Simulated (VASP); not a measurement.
# SrTl (P4/mmm) in VASP: further runs

SrTl is run at these levels: LDA; tasks: single point.

All numbers are computed with VASP 6.6.1; they aren't measurements. Logs are shortened: lines on timing, memory, paths and dates and some standing lists are left out, and cuts for length are marked.

## (1) The cell of the first run

Symmetry: P4/mmm, No. 123, tetragonal system. The conventional cell has a = 3.830 Å, b = 3.830 Å, c = 4.234 Å, α = 90.00°, β = 90.00°, γ = 90.00°. Sr (site symmetry 4/mmm) has 8 Tl at 3.44 Å and 6 Sr at 3.83 to 4.23 Å within 4.5 Å. Tl (site symmetry 4/mmm) has 8 Sr at 3.44 Å and 6 Tl at 3.83 to 4.23 Å within 4.5 Å.

## (2) Single point, LDA (strain -0.050 along x and y, +0.050 along z)

Contents of INCAR:

```
SYSTEM = SrTl
PREC     = Accurate       ! precision mode
ENCUT    = 520            ! plane-wave cutoff, eV
EDIFF    = 1E-7           ! SCF threshold, eV
ISMEAR   = 0              ! smearing method
SIGMA    = 0.15           ! smearing width, eV
LREAL    = .False.        ! projectors in reciprocal space
LASPH    = .True.         ! aspherical terms in the spheres
NELM     = 60             ! most SCF steps
ALGO     = Fast           ! electronic algorithm
ISIF     = 2              ! what is computed and relaxed
LWAVE    = .False.        ! write WAVECAR
LCHARG   = .False.        ! write CHGCAR
GGA      = CA             ! functional
NBANDS   = 18             ! bands
```

Contents of KPOINTS:

```
Automatic mesh
0
Gamma
  12 12 12
  0 0 0
```

Contents of POSCAR:

```
SrTl
1.0
    3.8304000000      0.0000000000      0.0000000000
    0.0000000000      3.8304000000      0.0000000000
    0.0000000000      0.0000000000      4.2336000000
Sr Tl
1 1
Direct
    0.0000000000      0.0000000000      0.0000000000
    0.5000000000      0.5000000000      0.5000000000
```

Potentials or basis: VASP PAW LDA potentials, release 64 (Sr_sv, Tl_d).

Launch:

```sh
> cat potpaw_LDA.64/Sr_sv/POTCAR potpaw_LDA.64/Tl_d/POTCAR > POTCAR
> mpirun -np 1 vasp_std > vasp.out
```

OUTCAR:

```text
SYSTEM = SrTl
   PREC = Accurate
   ENCUT = 520
   EDIFF = 1E-7
   ISMEAR = 0
   LREAL = .False.
   LASPH = .True.
   NELM = 60
   ISIF = 2
   GGA = CA

 ion  position               nearest neighbor table
   1  0.000  0.000  0.000-   2 3.44   2 3.44   2 3.44   2 3.44   2 3.44   2 3.44   2 3.44   2 3.44

   2  0.500  0.500  0.500-   1 3.44   1 3.44   1 3.44   1 3.44   1 3.44   1 3.44   1 3.44   1 3.44

  LATTYP: Found a simple tetragonal cell.
 ALAT       =     3.8304000000
 C/A-ratio  =     1.1052631579

  Lattice vectors:

 A1 = (   3.8304000000,   0.0000000000,   0.0000000000)
 A2 = (   0.0000000000,   3.8304000000,   0.0000000000)
 A3 = (   0.0000000000,   0.0000000000,   4.2336000000)

Analysis of symmetry for initial positions (statically):
=====================================================================
 Subroutine PRICEL returns:
 Original cell was already a primitive cell.

 Routine SETGRP: Setting up the symmetry group for a
 simple tetragonal supercell.

 Subroutine GETGRP returns: Found 16 space group operations
 (whereof 16 operations were pure point group operations)
 out of a pool of 16 trial point group operations.

The static configuration has the point symmetry D_4h.

Analysis of symmetry for dynamics (positions and initial velocities):
=====================================================================
 Subroutine PRICEL returns:
 Original cell was already a primitive cell.

 Routine SETGRP: Setting up the symmetry group for a
 simple tetragonal supercell.

 Subroutine GETGRP returns: Found 16 space group operations
 (whereof 16 operations were pure point group operations)
 out of a pool of 16 trial point group operations.

The dynamic configuration has the point symmetry D_4h.

 Subroutine INISYM returns: Found 16 space group operations
 (whereof 16 operations are pure point group operations),
 and found     1 'primitive' translations

----------------------------------------------------------------------------------------

                                     Primitive cell

  volume of cell :      62.1152

  direct lattice vectors                    reciprocal lattice vectors
     3.830400000  0.000000000  0.000000000     0.261069340  0.000000000  0.000000000
     0.000000000  3.830400000  0.000000000     0.000000000  0.261069340  0.000000000
     0.000000000  0.000000000  4.233600000     0.000000000  0.000000000  0.236205593

  length of vectors
     3.830400000  3.830400000  4.233600000     0.261069340  0.261069340  0.236205593

  position of ions in fractional coordinates (direct lattice)
     0.000000000  0.000000000  0.000000000
     0.500000000  0.500000000  0.500000000

  ion indices of the primitive-cell ions
   primitive index   ion index
                 1           1
                 2           2

----------------------------------------------------------------------------------------

 KPOINTS: Automatic mesh

Automatic generation of k-mesh.
 Grid dimensions read from file:
 generate k-points for:   12   12   12

 Generating k-lattice:

  Cartesian coordinates                     Fractional coordinates (reciprocal lattice)
     0.021755778  0.000000000  0.000000000     0.083333333  0.000000000  0.000000000
     0.000000000  0.021755778  0.000000000     0.000000000  0.083333333  0.000000000
     0.000000000  0.000000000  0.019683799     0.000000000  0.000000000  0.083333333

  Length of vectors
     0.021755778  0.021755778  0.019683799

  Shift w.r.t. Gamma in fractional coordinates (k-lattice)
     0.000000000  0.000000000  0.000000000

 Subroutine IBZKPT returns following result:
 ===========================================

 Found    196 irreducible k-points:

 Following reciprocal coordinates:
            Coordinates               Weight
  0.000000  0.000000  0.000000      1.000000
  0.083333  0.000000  0.000000      4.000000
  0.166667  0.000000  0.000000      4.000000
  0.250000  0.000000  0.000000      4.000000
  0.333333  0.000000  0.000000      4.000000
  0.416667  0.000000  0.000000      4.000000
[... 16 lines left out ...]
  0.333333  0.333333  0.000000      4.000000
  0.416667  0.333333  0.000000      8.000000
 [... further k-points ...]
   k-points           NKPTS =    196   k-points in BZ     NKDIM =    196   number of bands    NBANDS=     18
   number of dos      NEDOS =    301   number of ions     NIONS =      2
   total plane-waves  NPLWV =  25088
   dimension x,y,z NGX =    28 NGY =   28 NGZ =   32
   dimension x,y,z NGXF=    56 NGYF=   56 NGZF=   64
   ions per type =               1   1
   NGX,Y,Z   is equivalent  to a cutoff of  12.15, 12.15, 12.57 a.u.
   NGXF,Y,Z  is equivalent  to a cutoff of  24.30, 24.30, 25.13 a.u.
 SYSTEM =  SrTl
   PREC   = accura    normal or accurate (medium, high low for compatibility)
   ISTART =      0    job   : 0-new  1-cont  2-samecut
   ICHARG =      2    charge: 1-file 2-atom 10-const
   ISPIN  =      1    spin polarized calculation?
   LNONCOLLINEAR =      F non collinear calculations
   LSORBIT =      F    spin-orbit coupling
   LASPH  =      T    aspherical Exc in radial PAW
   ENCUT  =  520.0 eV  38.22 Ry    6.18 a.u.   7.12  7.12  7.87*2*pi/ulx,y,z
   NELM   =     60;   NELMIN=  2; NELMDL= -5     # of ELM steps
   EDIFF  = 0.1E-06   stopping-criterion for ELM
   LREAL  =      F    real-space projection
   EDIFFG = 0.1E-05   stopping-criterion for IOM
   NSW    =      0    number of steps for IOM
   IBRION =     -1    ionic relax: 0-MD 1-quasi-New 2-CG
   NFREE  =      0    steps in history (QN), initial steepest desc. (CG)
   ISIF   =      2    stress and relaxation
   ISYM   =      2    0-nonsym 1-usesym 2-fastsym
   POTIM  = 0.5000    time-step for ionic-motion
   TEBEG  =    0.0;   TEEND  =   0.0 temperature during run
   PSTRESS=    0.0 pullay stress
   NELECT =      23.0000    total number of electrons
   NUPDOWN=      -1.0000    fix difference up-down
   EMIN   =  10.00;   EMAX   =-10.00  energy-range for DOS
   EFERMI =   0.00;   METHOD = LEGACY
   ISMEAR =     0;   SIGMA  =   0.15  broadening in eV -4-tet -1-fermi 0-gaus
   EFERMI_NEDOS =   21; number of points for ismear=-14 and -15
   IALGO  =     68    algorithm
   IMIX   =      4    mixing-type and parameters
     AMIX     =   0.40;   BMIX     =  1.00
     AMIX_MAG =   1.60;   BMIX_MAG =  1.00
  volume/ion in A,a.u.               =      31.06       209.59
  Fermi-wavevector in a.u.,A,eV,Ry     =   1.175578  2.221520 18.803026  1.381983
  Thomas-Fermi vector in A             =   2.311956
   LORBIT       =      0    0 simple, 1 ext, 2 COOP (PROOUT), +10 PAW based schemes
   GGA     = CA    functional components
   LHFCALC =     F    Hartree Fock is set to
   AEXX    =    0.0000 exact exchange contribution
   IVDW    =     0    specifies the selected vdW correction
   LEPSILON=     F    determine dielectric tensor
   LRPA    =     F    only Hartree local field effects (RPA)
 non-spin polarized calculation
 RMM-DIIS sequential band-by-band and
 Gauss-broadening in eV      SIGMA  =   0.15
  energy-cutoff  :      520.00
  volume of cell :       62.12
 maximum number of plane-waves:      1704
   NGX = 15   NGY = 15   NGZ = 15

 number of electron      22.9999997 magnetization

 Free energy of the ion-electron system (eV)
  ---------------------------------------------------
  ext. energy  EPLUGINS =         0.00000000
  ---------------------------------------------------
  free energy    TOTEN  =        -5.86673886 eV

  energy without entropy =       -5.85456282  energy(sigma->0) =       -5.86065084

 E-fermi :   4.6160     XC(G=0):  -9.8248

 val. band max:        4.6035349156   @ k =   0.5000   0.3333   0.0000
 cond. band min:       4.6192372393   @ k =   0.5000   0.0000   0.2500
 fundamental gap:      0.0157023236
 Fermi energy:         4.6159604930

 k-point     1 :       0.0000    0.0000    0.0000
  band No.  band energies     occupation
      1     -30.9138      2.00000
      2     -13.0100      2.00000
      3     -12.9300      2.00000
      4     -12.9300      2.00000
      5      -6.9263      2.00000
      6      -6.8735      2.00000
[... 10 lines left out ...]
     17       9.6867      0.00000
     18       9.6897      0.00000

 k-point     2 :       0.0833    0.0000    0.0000
  band No.  band energies     occupation
      1     -30.9123      2.00000
      2     -13.0083      2.00000
      3     -12.9559      2.00000
      4     -12.9283      2.00000
      5      -6.9154      2.00000
      6      -6.8667      2.00000
[... 10 lines left out ...]
     17       9.8184      0.00000
     18      10.3052      0.00000

 k-point     3 :       0.1667    0.0000    0.0000
  band No.  band energies     occupation
      1     -30.9082      2.00000
      2     -13.0257      2.00000
      3     -13.0036      2.00000
      4     -12.9237      2.00000
      5      -6.8956      2.00000
      6      -6.8381      2.00000
[... 10 lines left out ...]
     17      10.1777      0.00000
     18      10.7801      0.00000

 k-point     4 :       0.2500    0.0000    0.0000
  band No.  band energies     occupation
      1     -30.9027      2.00000
      2     -13.1188      2.00000
      3     -12.9972      2.00000
      4     -12.9174      2.00000
      5      -6.8824      2.00000
      6      -6.7856      2.00000
[... 375 lines left out ...]
      4     -12.9601      2.00000
      5      -6.8361      2.00000
      6      -6.8177      2.00000
[... 10 lines left out ...]
     17      10.4605      0.00000
     18      11.3878      0.00000

 k-point    23 :       0.3333    0.3333    0.0000
  band No.  band energies     occupation
      1     -30.8813      2.00000
      2     -13.1709      2.00000
      3     -13.1512      2.00000
      4     -12.9586      2.00000
      5      -6.8425      2.00000
      6      -6.8213      2.00000
[... 10 lines left out ...]
     17       9.9896      0.00000
     18      11.1719      0.00000

 k-point    24 :       0.4167    0.3333    0.0000
  band No.  band energies     occupation
      1     -30.8774      2.00000
      2     -13.2202      2.00000
      3     -13.1488      2.00000
      4     -12.9507      2.00000
      5      -6.8635      2.00000
      6      -6.8288      2.00000
[... 10 lines left out ...]
     17      10.3720      0.00000
     18      10.6937      0.00000

 [... further k-points ...]

------------------------ aborting loop because EDIFF is reached ----------------------------------------

  FORCE on cell =-STRESS in cart. coord.  units (eV):
  Direction    XX          YY          ZZ          XY          YZ          ZX
  --------------------------------------------------------------------------------------
  -------------------------------------------------------------------------------------
  Total        0.1868910      0.1868910     -0.5373600      0.0000000      0.0000000      0.0000000
  in kB        4.8205971      4.8205971    -13.8604666      0.0000000      0.0000000      0.0000000
  external PRESSURE =      -1.4064241 kB  Pullay stress =       0.0000000 kB

 VOLUME and BASIS-vectors are now :
 -----------------------------------------------------------------------------
  energy-cutoff  :      520.00
  volume of cell :       62.12
      direct lattice vectors                 reciprocal lattice vectors
     3.830400000  0.000000000  0.000000000     0.261069340  0.000000000  0.000000000
     0.000000000  3.830400000  0.000000000     0.000000000  0.261069340  0.000000000
     0.000000000  0.000000000  4.233600000     0.000000000  0.000000000  0.236205593

 POSITION                                       TOTAL-FORCE (eV/Angst)
 -----------------------------------------------------------------------------------
      0.00000      0.00000      0.00000         0.000000      0.000000      0.000000
      1.91520      1.91520      2.11680         0.000000      0.000000      0.000000
 -----------------------------------------------------------------------------------
    total drift:                                0.000000      0.000000      0.000000

  FREE ENERGIE OF THE ION-ELECTRON SYSTEM (eV)
  ---------------------------------------------------
  free  energy   TOTEN  =        -5.8667388639 eV

  energy  without entropy=       -5.8545628249  energy(sigma->0) =       -5.86065084
```

Run time: 87 s. Hardware: 1 thread of Intel Xeon 6975P-C (Granite Rapids), shared host; peak memory 0.33 GiB.

Results:

```yaml
Free_energy: -5.8667 eV
Pressure: -0.1 GPa
Band_gap_on_the_k_mesh: zero (an odd number of electrons rules out a gap without spin polarisation)
```

Stress tensor (GPa, compression positive):
```
 0.48  0.00  0.00
 0.00  0.48  0.00
 0.00  0.00 -1.39
```

Caveat: the cell differs from its parent crystal (strain -0.050 along x and y, +0.050 along z); spin-orbit coupling is left out, which moves the levels of the heavy elements.

## (3) Single point, LDA (strain +0.050 along x and y, -0.050 along z)

Contents of INCAR:

```
PREC     = Accurate       # precision mode
ENCUT    = 520            # plane-wave cutoff, eV
EDIFF    = 1E-6           # SCF threshold, eV
ISMEAR   = 0              # smearing method
SIGMA    = 0.15           # smearing width, eV
LREAL    = False          # projectors in reciprocal space
LASPH    = True           # aspherical terms in the spheres
NELM     = 80             # most SCF steps
ALGO     = Fast           # electronic algorithm
ISIF     = 2              # what is computed and relaxed
LWAVE    = False          # write WAVECAR
LCHARG   = False          # write CHGCAR
GGA      = CA             # functional
NBANDS   = 18             # bands
```

Contents of KPOINTS:

```
regular mesh
0
Gamma
  12 12 12
```

Contents of POSCAR:

```
SrTl
1.0
    4.2336000000      0.0000000000      0.0000000000
    0.0000000000      4.2336000000      0.0000000000
    0.0000000000      0.0000000000      3.8304000000
Sr Tl
1 1
Direct
    0.0000000000      0.0000000000      0.0000000000
    0.5000000000      0.5000000000      0.5000000000
```

Potentials or basis: VASP PAW LDA potentials, release 64 (Sr_sv, Tl_d).

Launch:

```sh
> cat potpaw_LDA.64/Sr_sv/POTCAR potpaw_LDA.64/Tl_d/POTCAR > POTCAR
> mpirun -np 1 vasp_std > vasp.out
```

OUTCAR:

```text
PREC = Accurate
   ENCUT = 520
   EDIFF = 1E-6
   ISMEAR = 0
   LREAL = False
   LASPH = True
   NELM = 80
   ISIF = 2
   GGA = CA

 ion  position               nearest neighbor table
   1  0.000  0.000  0.000-   2 3.55   2 3.55   2 3.55   2 3.55   2 3.55   2 3.55   2 3.55   2 3.55

   2  0.500  0.500  0.500-   1 3.55   1 3.55   1 3.55   1 3.55   1 3.55   1 3.55   1 3.55   1 3.55

  LATTYP: Found a simple tetragonal cell.
 ALAT       =     4.2336000000
 C/A-ratio  =     0.9047619048

  Lattice vectors:

 A1 = (   4.2336000000,   0.0000000000,   0.0000000000)
 A2 = (   0.0000000000,   4.2336000000,   0.0000000000)
 A3 = (   0.0000000000,   0.0000000000,   3.8304000000)

Analysis of symmetry for initial positions (statically):
=====================================================================
 Subroutine PRICEL returns:
 Original cell was already a primitive cell.

 Routine SETGRP: Setting up the symmetry group for a
 simple tetragonal supercell.

 Subroutine GETGRP returns: Found 16 space group operations
 (whereof 16 operations were pure point group operations)
 out of a pool of 16 trial point group operations.
[... 161 lines left out ...]
  free energy    TOTEN  =        -5.79502498 eV

  energy without entropy =       -5.78262470  energy(sigma->0) =       -5.78882484

 E-fermi :   3.8894     XC(G=0):  -9.3940

 val. band max:        3.8859924514   @ k =   0.2500   0.0000   0.3333
 cond. band min:       3.8971121431   @ k =   0.4167   0.4167   0.3333
 fundamental gap:      0.0111196917
 Fermi energy:         3.8893956978

 k-point     1 :       0.0000    0.0000    0.0000
  band No.  band energies     occupation
      1     -31.8277      2.00000
      2     -13.8864      2.00000
      3     -13.8864      2.00000
      4     -13.8273      2.00000
      5      -7.5024      2.00000
      6      -7.4467      2.00000
[... 481 lines left out ...]
      5      -7.4597      2.00000
      6      -7.4460      2.00000
[... 10 lines left out ...]
     17       9.1415      0.00000
     18       9.6951      0.00000

 [... further k-points ...]

------------------------ aborting loop because EDIFF is reached ----------------------------------------

  FORCE on cell =-STRESS in cart. coord.  units (eV):
  Direction    XX          YY          ZZ          XY          YZ          ZX
  --------------------------------------------------------------------------------------
  -------------------------------------------------------------------------------------
  Total       -1.5439499     -1.5439499     -0.5700931      0.0000000     -0.0000000      0.0000000
  in kB      -36.0313062    -36.0313062    -13.3043178      0.0000000     -0.0000000      0.0000000
  external PRESSURE =     -28.4556434 kB  Pullay stress =       0.0000000 kB

 VOLUME and BASIS-vectors are now :
 -----------------------------------------------------------------------------
  energy-cutoff  :      520.00
  volume of cell :       68.65
      direct lattice vectors                 reciprocal lattice vectors
     4.233600000  0.000000000  0.000000000     0.236205593  0.000000000  0.000000000
     0.000000000  4.233600000  0.000000000     0.000000000  0.236205593  0.000000000
     0.000000000  0.000000000  3.830400000     0.000000000  0.000000000  0.261069340

 POSITION                                       TOTAL-FORCE (eV/Angst)
 -----------------------------------------------------------------------------------
      0.00000      0.00000      0.00000         0.000000      0.000000      0.000000
      2.11680      2.11680      1.91520         0.000000      0.000000      0.000000
 -----------------------------------------------------------------------------------
    total drift:                                0.000000     -0.000000     -0.000000

  FREE ENERGIE OF THE ION-ELECTRON SYSTEM (eV)
  ---------------------------------------------------
  free  energy   TOTEN  =        -5.7950249753 eV

  energy  without entropy=       -5.7826246997  energy(sigma->0) =       -5.78882484
```

Run time: 83 s. Hardware: 1 thread of Intel Xeon 6975P-C (Granite Rapids), shared host; peak memory 0.35 GiB.

Results:

```yaml
Free_energy: -5.7950 eV
Pressure: -2.8 GPa
Band_gap_on_the_k_mesh: zero (an odd number of electrons rules out a gap without spin polarisation)
```

Levels at points of the mesh, in eV from the Fermi level:
| k point | band 10 | band 11 | band 12 | band 13 | band 14 | band 15 |
| --- | --- | --- | --- | --- | --- | --- |
| (0.00, 0.00, 0.00) | -7.73 | 1.13 | 1.19 | 2.28 | 2.28 | 3.89 |
| (0.50, 0.00, 0.00) | -6.48 | -2.93 | 1.11 | 1.47 | 2.48 | 5.07 |
| (0.50, 0.50, 0.00) | -6.21 | -0.92 | -0.92 | 0.55 | 4.12 | 4.12 |
| (0.00, 0.00, 0.50) | -5.97 | -2.73 | 1.28 | 1.28 | 1.81 | 4.64 |
| (0.50, 0.00, 0.50) | -5.70 | -0.88 | -0.47 | 1.10 | 3.13 | 3.58 |
| (0.50, 0.50, 0.50) | -4.69 | -1.34 | -1.28 | -1.28 | 4.22 | 4.22 |

Caveat: the cell differs from its parent crystal (strain +0.050 along x and y, -0.050 along z); spin-orbit coupling is left out, which moves the levels of the heavy elements.
